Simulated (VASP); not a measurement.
# Rh (P-1) in VASP: single point with PBEsol

Aim: the single point of Rh with PBEsol.

Everything below comes from runs of VASP 6.6.1. Logs are shortened: lines on timing, memory, paths and dates and some standing lists are left out, and cuts for length are marked.

### 1 The cell of the first run

The typed cell holds 2 atoms: a = 2.731 Å, b = 2.731 Å, c = 4.428 Å, α = 90.00°, β = 90.00°, γ = 120.00°.

### 2 Single point, PBEsol (atom 1 (Rh) moved by (-0.100, -0.200) A along [1 1 0] and z)

INCAR reads:

```
SYSTEM = Rh
ALGO = Fast
EDIFF = 1E-6
ENCUT = 520
GGA = PS
ISIF = 2
ISMEAR = 0
LASPH = .TRUE.
LCHARG = .FALSE.
LREAL = .FALSE.
LWAVE = .FALSE.
NBANDS = 22
NELM = 60
PREC = Accurate
SIGMA = 0.15
```

KPOINTS reads:

```
k-points
0
G
  18 18 12
  0 0 0
```

POSCAR reads:

```
Rh
1.0
    2.7309790422      0.0000000000      0.0000000000
   -1.3654895211      2.3650972278      0.0000000000
    0.0000000000      0.0000000000      4.4284890000
Rh
2
Direct
    0.6258258160      0.3034357556      0.7048378691
    0.3333333333      0.6666666667      0.2500000000
```

Potentials or basis: VASP PAW PBE potentials, release 64 (Rh_pv).

Run with:

```bash
$ cat potpaw_PBE.64/Rh_pv/POTCAR > POTCAR
$ mpirun -np 1 vasp_std > vasp.out
```

OUTCAR:

```text
SYSTEM = Rh
   EDIFF = 1E-6
   ENCUT = 520
   GGA = PS
   ISIF = 2
   ISMEAR = 0
   LASPH = .TRUE.
   LREAL = .FALSE.
   NELM = 60
   PREC = Accurate

 ion  position               nearest neighbor table
   1  0.626  0.303  0.705-   2 2.52   2 2.54   2 2.62   2 2.85   2 2.87   2 2.94
   2  0.333  0.667  0.250-   1 2.52   1 2.54   1 2.62   1 2.85   1 2.87   1 2.94

  LATTYP: Found a hexagonal cell.
 ALAT       =     2.7309790422
 C/A-ratio  =     1.6215756077

  Lattice vectors:

 A1 = (   2.7309790422,   0.0000000000,   0.0000000000)
 A2 = (  -1.3654895211,   2.3650972278,   0.0000000000)
 A3 = (   0.0000000000,   0.0000000000,   4.4284890000)

Analysis of symmetry for initial positions (statically):
=====================================================================
 Subroutine PRICEL returns:
 Original cell was already a primitive cell.

 Routine SETGRP: Setting up the symmetry group for a
 hexagonal supercell.

 Subroutine GETGRP returns: Found  2 space group operations
 (whereof  1 operations were pure point group operations)
 out of a pool of 24 trial point group operations.

The static configuration has the point symmetry C_1 .
 The point group associated with its full space group is S_2 .

Analysis of symmetry for dynamics (positions and initial velocities):
=====================================================================
 Subroutine PRICEL returns:
 Original cell was already a primitive cell.

 Routine SETGRP: Setting up the symmetry group for a
 hexagonal supercell.

 Subroutine GETGRP returns: Found  2 space group operations
 (whereof  1 operations were pure point group operations)
 out of a pool of 24 trial point group operations.

The dynamic configuration has the point symmetry C_1 .
 The point group associated with its full space group is S_2 .

 Subroutine INISYM returns: Found  2 space group operations
 (whereof  1 operations are pure point group operations),
 and found     1 'primitive' translations

----------------------------------------------------------------------------------------

                                     Primitive cell

  volume of cell :      28.6037

  direct lattice vectors                    reciprocal lattice vectors
     2.730979042  0.000000000  0.000000000     0.366169049  0.211407799  0.000000000
    -1.365489521  2.365097228  0.000000000     0.000000000  0.422815599  0.000000000
     0.000000000  0.000000000  4.428489000     0.000000000  0.000000000  0.225810655

  length of vectors
     2.730979042  2.730979042  4.428489000     0.422815599  0.422815599  0.225810655

  position of ions in fractional coordinates (direct lattice)
     0.625825816  0.303435756  0.704837869
     0.333333333  0.666666667  0.250000000

  ion indices of the primitive-cell ions
   primitive index   ion index
                 1           1
                 2           2

----------------------------------------------------------------------------------------

 KPOINTS: k-points

Automatic generation of k-mesh.
 Grid dimensions read from file:
 generate k-points for:   18   18   12

 Generating k-lattice:

  Cartesian coordinates                     Fractional coordinates (reciprocal lattice)
     0.020342725  0.011744878  0.000000000     0.055555556  0.000000000  0.000000000
     0.000000000  0.023489755  0.000000000     0.000000000  0.055555556  0.000000000
     0.000000000  0.000000000  0.018817555     0.000000000  0.000000000  0.083333333

  Length of vectors
     0.023489755  0.023489755  0.018817555

  Shift w.r.t. Gamma in fractional coordinates (k-lattice)
     0.000000000  0.000000000  0.000000000

 Subroutine IBZKPT returns following result:
 ===========================================

 Found   1948 irreducible k-points:

 Following reciprocal coordinates:
            Coordinates               Weight
  0.000000  0.000000  0.000000      1.000000
  0.055556  0.000000  0.000000      2.000000
  0.000000  0.055556  0.000000      2.000000
 -0.055556  0.055556  0.000000      2.000000
  0.111111  0.000000  0.000000      2.000000
  0.000000  0.111111  0.000000      2.000000
[... 16 lines left out ...]
  0.444444 -0.000000  0.000000      2.000000
  0.000000  0.444444  0.000000      2.000000
 [... further k-points ...]
   k-points           NKPTS =   1948   k-points in BZ     NKDIM =   1948   number of bands    NBANDS=     22
   number of dos      NEDOS =    301   number of ions     NIONS =      2
   total plane-waves  NPLWV =  14400
   dimension x,y,z NGX =    20 NGY =   20 NGZ =   36
   dimension x,y,z NGXF=    40 NGYF=   40 NGZF=   72
   ions per type =               2
   NGX,Y,Z   is equivalent  to a cutoff of  12.17, 12.17, 13.51 a.u.
   NGXF,Y,Z  is equivalent  to a cutoff of  24.35, 24.35, 27.03 a.u.
 SYSTEM =  Rh
   PREC   = accura    normal or accurate (medium, high low for compatibility)
   ISTART =      0    job   : 0-new  1-cont  2-samecut
   ICHARG =      2    charge: 1-file 2-atom 10-const
   ISPIN  =      1    spin polarized calculation?
   LNONCOLLINEAR =      F non collinear calculations
   LSORBIT =      F    spin-orbit coupling
   LASPH  =      T    aspherical Exc in radial PAW
   ENCUT  =  520.0 eV  38.22 Ry    6.18 a.u.   5.08  5.08  8.23*2*pi/ulx,y,z
   NELM   =     60;   NELMIN=  2; NELMDL= -5     # of ELM steps
   EDIFF  = 0.1E-05   stopping-criterion for ELM
   LREAL  =      F    real-space projection
[... 7 lines left out ...]
   TEBEG  =    0.0;   TEEND  =   0.0 temperature during run
   PSTRESS=    0.0 pullay stress
   NELECT =      30.0000    total number of electrons
   NUPDOWN=      -1.0000    fix difference up-down
   EMIN   =  10.00;   EMAX   =-10.00  energy-range for DOS
   EFERMI =   0.00;   METHOD = LEGACY
   ISMEAR =     0;   SIGMA  =   0.15  broadening in eV -4-tet -1-fermi 0-gaus
   EFERMI_NEDOS =   21; number of points for ismear=-14 and -15
   IALGO  =     68    algorithm
   IMIX   =      4    mixing-type and parameters
     AMIX     =   0.40;   BMIX     =  1.00
     AMIX_MAG =   1.60;   BMIX_MAG =  1.00
  volume/ion in A,a.u.               =      14.30        96.51
  Fermi-wavevector in a.u.,A,eV,Ry     =   1.663314  3.143208 37.642066  2.766614
  Thomas-Fermi vector in A             =   2.750053
   LORBIT       =      0    0 simple, 1 ext, 2 COOP (PROOUT), +10 PAW based schemes
   GGA     = PS    functional components
   LHFCALC =     F    Hartree Fock is set to
   AEXX    =    0.0000 exact exchange contribution
   IVDW    =     0    specifies the selected vdW correction
   LEPSILON=     F    determine dielectric tensor
   LRPA    =     F    only Hartree local field effects (RPA)
 non-spin polarized calculation
 RMM-DIIS sequential band-by-band and
 Gauss-broadening in eV      SIGMA  =   0.15
  energy-cutoff  :      520.00
  volume of cell :       28.60
 maximum number of plane-waves:       785
   NGX = 11   NGY = 11   NGZ = 17

 number of electron      30.0000000 magnetization

 Free energy of the ion-electron system (eV)
  ---------------------------------------------------
  ext. energy  EPLUGINS =         0.00000000
  ---------------------------------------------------
  free energy    TOTEN  =       -15.95031553 eV

  energy without entropy =      -15.91073679  energy(sigma->0) =      -15.93052616

 E-fermi :  11.1829     XC(G=0): -13.9395

 val. band max:       11.1827133985   @ k =   0.0000   0.0556   0.5000
 cond. band min:      11.1836430272   @ k =  -0.3889  -0.4444   0.0000
 fundamental gap:      0.0009296287
 Fermi energy:        11.1829382255

 k-point     1 :       0.0000    0.0000    0.0000
  band No.  band energies     occupation
      1     -35.9558      2.00000
      2     -35.3487      2.00000
      3     -35.2827      2.00000
      4     -35.2084      2.00000
      5     -35.1941      2.00000
      6     -35.1923      2.00000
[... 14 lines left out ...]
     21      29.6577      0.00000
     22      29.7328      0.00000

 k-point     2 :       0.0556    0.0000    0.0000
  band No.  band energies     occupation
      1     -35.9503      2.00000
      2     -35.3535      2.00000
      3     -35.3015      2.00000
      4     -35.2071      2.00000
      5     -35.2067      2.00000
      6     -35.1959      2.00000
[... 14 lines left out ...]
     21      29.6950      0.00000
     22      29.7722      0.00000

 k-point     3 :       0.0000    0.0556    0.0000
  band No.  band energies     occupation
      1     -35.9494      2.00000
      2     -35.3647      2.00000
      3     -35.2902      2.00000
      4     -35.2102      2.00000
      5     -35.2053      2.00000
      6     -35.1953      2.00000
[... 14 lines left out ...]
     21      29.7790      0.00000
     22      29.7979      0.00000

 k-point     4 :      -0.0556    0.0556    0.0000
  band No.  band energies     occupation
      1     -35.9496      2.00000
      2     -35.3626      2.00000
      3     -35.2923      2.00000
      4     -35.2098      2.00000
      5     -35.2065      2.00000
      6     -35.1942      2.00000
[... 14 lines left out ...]
     21      29.7749      0.00000
     22      29.7777      0.00000

 k-point     5 :       0.1111    0.0000    0.0000
  band No.  band energies     occupation
      1     -35.9342      2.00000
      2     -35.3682      2.00000
      3     -35.3494      2.00000
      4     -35.2469      2.00000
      5     -35.2076      2.00000
      6     -35.2031      2.00000
[... 14 lines left out ...]
     21      29.3602      0.00000
     22      29.9822      0.00000

 k-point     6 :       0.0000    0.1111    0.0000
  band No.  band energies     occupation
      1     -35.9307      2.00000
      2     -35.4100      2.00000
      3     -35.3088      2.00000
      4     -35.2502      2.00000
      5     -35.2100      2.00000
      6     -35.2003      2.00000
[... 14 lines left out ...]
     21      29.7578      0.00000
     22      30.1033      0.00000

 k-point     7 :      -0.1111    0.1111    0.0000
  band No.  band energies     occupation
      1     -35.9314      2.00000
      2     -35.4043      2.00000
      3     -35.3140      2.00000
      4     -35.2505      2.00000
      5     -35.2097      2.00000
      6     -35.2000      2.00000
[... 324 lines left out ...]
      6     -35.2699      2.00000
[... 14 lines left out ...]
     21      24.9142      0.00000
     22      26.1158      0.00000

 k-point    21 :       0.0000    0.3889    0.0000
  band No.  band energies     occupation
      1     -35.8163      2.00000
      2     -35.7491      2.00000
      3     -35.5332      2.00000
      4     -35.4341      2.00000
      5     -35.3391      2.00000
      6     -35.2566      2.00000
[... 14 lines left out ...]
     21      24.9387      0.00000
     22      25.8401      0.00000

 k-point    22 :      -0.3889    0.3889    0.0000
  band No.  band energies     occupation
      1     -35.8037      2.00000
      2     -35.7615      2.00000
      3     -35.5357      2.00000
      4     -35.4394      2.00000
      5     -35.3275      2.00000
      6     -35.2597      2.00000
[... 14 lines left out ...]
     21      24.9744      0.00000
     22      25.9098      0.00000

 k-point    23 :       0.4444   -0.0000    0.0000
  band No.  band energies     occupation
      1     -35.8038      2.00000
      2     -35.7881      2.00000
      3     -35.5482      2.00000
      4     -35.4881      2.00000
      5     -35.3090      2.00000
      6     -35.2778      2.00000
[... 14 lines left out ...]
     21      24.2566      0.00000
     22      24.9441      0.00000

 k-point    24 :       0.0000    0.4444    0.0000
  band No.  band energies     occupation
      1     -35.8442      2.00000
      2     -35.7670      2.00000
      3     -35.5208      2.00000
      4     -35.4465      2.00000
      5     -35.3770      2.00000
      6     -35.2637      2.00000
[... 14 lines left out ...]
     21      24.2762      0.00000
     22      24.5468      0.00000

 [... further k-points ...]

------------------------ aborting loop because EDIFF is reached ----------------------------------------

  FORCE on cell =-STRESS in cart. coord.  units (eV):
  Direction    XX          YY          ZZ          XY          YZ          ZX
  --------------------------------------------------------------------------------------
  -------------------------------------------------------------------------------------
  Total       -1.7754592     -1.3968138     -1.0035774     -0.1703792      0.3668451      0.3294055
  in kB      -99.4485255    -78.2395176    -56.2132255     -9.5434268     20.5480399     18.4509378
  external PRESSURE =     -77.9670895 kB  Pullay stress =       0.0000000 kB

 VOLUME and BASIS-vectors are now :
 -----------------------------------------------------------------------------
  energy-cutoff  :      520.00
  volume of cell :       28.60
      direct lattice vectors                 reciprocal lattice vectors
     2.730979042  0.000000000  0.000000000     0.366169049  0.211407799  0.000000000
    -1.365489521  2.365097228  0.000000000     0.000000000  0.422815599  0.000000000
     0.000000000  0.000000000  4.428489000     0.000000000  0.000000000  0.225810655

 POSITION                                       TOTAL-FORCE (eV/Angst)
 -----------------------------------------------------------------------------------
      1.29478      0.71766      3.12137         0.286455      0.310298      1.823061
     -0.00000      1.57673      1.10712        -0.286455     -0.310298     -1.823061
 -----------------------------------------------------------------------------------
    total drift:                                0.000005     -0.000017     -0.000066

  FREE ENERGIE OF THE ION-ELECTRON SYSTEM (eV)
  ---------------------------------------------------
  free  energy   TOTEN  =       -15.9503155302 eV

  energy  without entropy=      -15.9107367877  energy(sigma->0) =      -15.93052616
```

Run time: 8.9 min. Hardware: 1 thread of AMD EPYC 9R45 (Zen 5), shared host; peak memory 0.89 GiB.

Results:

```
Free energy            : -15.9503 eV
Pressure               : -7.8 GPa
Largest force          : 1.871 eV/Å
Band gap on the k mesh : zero (bands 15 and 16 overlap by 2.04 eV)
```

Forces on the atoms (eV/Å):
```
Rh   0.286  0.310  1.823
Rh  -0.286 -0.310 -1.823
```

Caveat: the cell differs from its parent crystal (atom 1 (Rh) moved by (-0.100, -0.200) A along [1 1 0] and z); the cell stands under tension; the PAW data sets were made with another functional, which shifts forces and pressure a little.
